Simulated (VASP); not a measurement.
BIr12: single point with PBE

The system is BIr12, a slab with vacuum.

```xyz
13
Lattice="5.4306 0.0000 0.0000 2.7153 4.7030 0.0000 0.0000 0.0000 15.4340" Properties=species:S:1:pos:R:3 pbc="T T T"
Ir    1.3576    0.7838    1.0000
Ir    4.0729    0.7838    1.0000
Ir    2.7153    3.1353    1.0000
Ir    5.4306    3.1353    1.0000
Ir   -0.0104    1.5702    3.2075
Ir    2.6937    1.5800    3.1787
Ir    1.3502    3.9268    3.2085
Ir    4.0669    3.9226    3.1698
Ir    0.0145   -0.0084    5.3592
Ir    2.7345    0.0416    5.4881
Ir    1.3446    2.3593    5.4854
Ir    4.0460    2.3142    5.4885
B     5.2623    3.2325    6.7786
```

```
Program             : VASP 6.6.1
Task                : single point
Functional          : PBE
Potentials or basis : VASP PAW PBE potentials, release 64 (Ir_sv_GW, B)
Cutoff              : 420 eV
k mesh              : 4 × 4 × 1
Occupations         : gaussian, width 0.05 eV
Spin                : no spin polarisation
```

| Item | Value |
| --- | --- |
| Largest force | 0.438 eV/Å |
| Band gap on the k mesh | zero (an odd number of electrons rules out a gap without spin polarisation) |

Forces in eV/Å, atoms in the order of the input:
```
Ir  -0.101 -0.042 -0.163
Ir  -0.009  0.004 -0.047
Ir  -0.015  0.108 -0.162
Ir  -0.006  0.005  0.370
Ir  -0.009  0.009 -0.010
Ir   0.005 -0.002 -0.016
Ir  -0.013  0.003 -0.019
Ir  -0.015  0.008  0.039
Ir  -0.048  0.031  0.008
Ir  -0.085  0.029 -0.018
Ir  -0.021  0.008  0.075
Ir  -0.061  0.058 -0.021
B    0.378 -0.219 -0.038
```

Levels at points of the mesh, in eV from the Fermi level:
```tsv
k point	band 102	band 103	band 104	band 105	band 106	band 107
(0.00, 0.00, 0.00)	0.53	0.55	0.56	0.72	0.85	1.03
(0.50, 0.00, 0.00)	-0.69	-0.69	-0.54	-0.47	-0.30	0.09
(0.50, 0.50, 0.00)	-0.79	-0.63	-0.52	-0.45	-0.30	0.08
(0.00, 0.50, 0.00)	-0.79	-0.63	-0.52	-0.45	-0.30	0.08
```

Run time: 13 min on 1 thread of Intel(R) Xeon(R) 6975P-C (Granite Rapids), on a shared host, peak memory 0.51 GiB.

Caveat: spin-orbit coupling is left out, which moves the levels of the heavy elements.
